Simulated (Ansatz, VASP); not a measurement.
**One calculation of PtSe2, two programs**

```xyz
3
Lattice="3.7240 0.0000 0.0000 -1.8620 3.2251 0.0000 0.0000 0.0000 5.0620" Properties=species:S:1:pos:R:3 pbc="T T T"
Pt    0.0000    0.0000    0.0000
Se    0.0000    2.2101    1.2655
Se    1.8620    1.0150    3.7965
```

Change from the starting cell: mode 4 (178.8 1/cm) frozen in, largest displacement +0.060 Å.

Alike in both runs: task single point; functional PBE; dispersion D3(BJ); k mesh 12 × 12 × 10; occupations gaussian, width 0.15 eV; no spin polarisation.

```csv
,VASP,Ansatz
version,VASP 6.6.1,Ansatz 0.2.0
potentials or method,"VASP PAW PBE potentials, release 64 (Pt, Se), cutoff 520 eV","scalar-relativistic, plane waves, PAW"
valence electrons in the cell,22,50
```

Ansatz gave:

```
gap on the k mesh at the Fermi level (eV)                     : none
pressure (GPa)                                                : 3.8
traceless stress, the component that is largest in VASP (GPa) : -3.04
rms of the force components (eV/Å)                            : 0.391
```

Which values does VASP return?

gap on the k mesh at the Fermi level (eV): none; pressure (GPa): 3.8; traceless stress, the component that is largest in VASP (GPa): -3.04; rms of the force components (eV/Å): 0.394.

Atom by atom the forces differ by 0.003 eV/Å (rms over components). A gap of «none» marks a metal or a gap that the smearing closes. VASP's potentials hold 22 valence electrons a cell and Ansatz's 50, so a difference there can come from the potentials and not from the codes.

Neither program's run includes spin-orbit coupling.
